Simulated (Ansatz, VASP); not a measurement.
## Two plane-wave programs on PbSe

```
CELL_PARAMETERS angstrom
3.83473 0.00000 0.00000
0.00000 3.83473 0.00000
0.00000 0.00000 3.83473
ATOMIC_POSITIONS crystal
Pb 0.00000 0.00000 0.00000
Se 0.50000 0.50000 0.50000
```

Alike in both runs: task single point; functional r2SCAN; k mesh 12 × 12 × 12; occupations gaussian, width 0.1 eV; no spin polarisation.

|  | VASP | Ansatz |
| --- | --- | --- |
| version | VASP 6.6.1 | Ansatz 0.2.0 |
| potentials or method | VASP PAW PBE potentials, release 64 (Pb_d, Se), cutoff 520 eV | scalar-relativistic, plane waves, PAW |
| valence electrons in the cell | 20 | 30 |

|  | VASP | Ansatz | Ansatz less VASP |
| --- | --- | --- | --- |
| gap on the k mesh at the Fermi level (eV) | none | none | - |
| pressure (GPa) | -2.6 | -2.6 | -0.01 |

VASP's potentials were made for PBE, not for r2SCAN. A gap of «none» marks a metal or a gap that the smearing closes. With one functional, cell and mesh, what is left measures potentials, basis and numerics. VASP's potentials hold 20 valence electrons a cell and Ansatz's 30, so a difference there can come from the potentials and not from the codes.

Spin-orbit coupling is off throughout.
